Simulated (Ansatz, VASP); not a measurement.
One calculation of SnO, two programs

```xyz
8
Lattice="-3.8914 -0.0001 -0.0023 -0.0033 0.0019 -5.0822 -0.0007 -7.6884 0.0030" Properties=species:S:1:pos:R:3 pbc="T T T"
Sn   -1.9496    0.0022   -3.9239
Sn   -1.9500   -3.8420   -3.9224
Sn    0.0001   -5.7666   -1.1573
Sn    0.0005   -1.9225   -1.1587
O    -3.8919   -7.6884    0.0123
O    -3.8916   -3.8442    0.0107
O    -1.9464   -5.7664   -0.0105
O    -1.9460   -1.9222   -0.0120
```

Change from the starting cell: cell x2, atoms moved at random (sigma 0.1 Å) and cell strained at random (1.5 %), then relaxed without symmetry.

Alike in both runs: functional PBE; k mesh 4 × 4 × 2; occupations gaussian, width 0.1 eV; no spin polarisation.

Ansatz relaxed the structure, and its values are those at the end. VASP's run is a single point on that final structure, the one shown.

```csv
,VASP,Ansatz
version,VASP 6.6.1,Ansatz 0.2.0
potentials or method,"VASP PAW PBE potentials, release 64 (Sn_d, O), cutoff 520 eV","scalar-relativistic, plane waves, PAW"
valence electrons in the cell,80,80
```

|  | VASP | Ansatz | Ansatz less VASP |
| --- | --- | --- | --- |
| gap on the k mesh at the Fermi level (eV) | 0.52 | 0.51 | -0.009 |
| least direct gap on the mesh (eV) | 1.90 | 1.93 | +0.030 |
| pressure (GPa) | 0.2 | 0.0 | -0.18 |
| rms of the force components (eV/Å) | 0.030 | 0.002 | -0.0278 |

With one functional, cell and mesh, what is left measures potentials, basis and numerics.
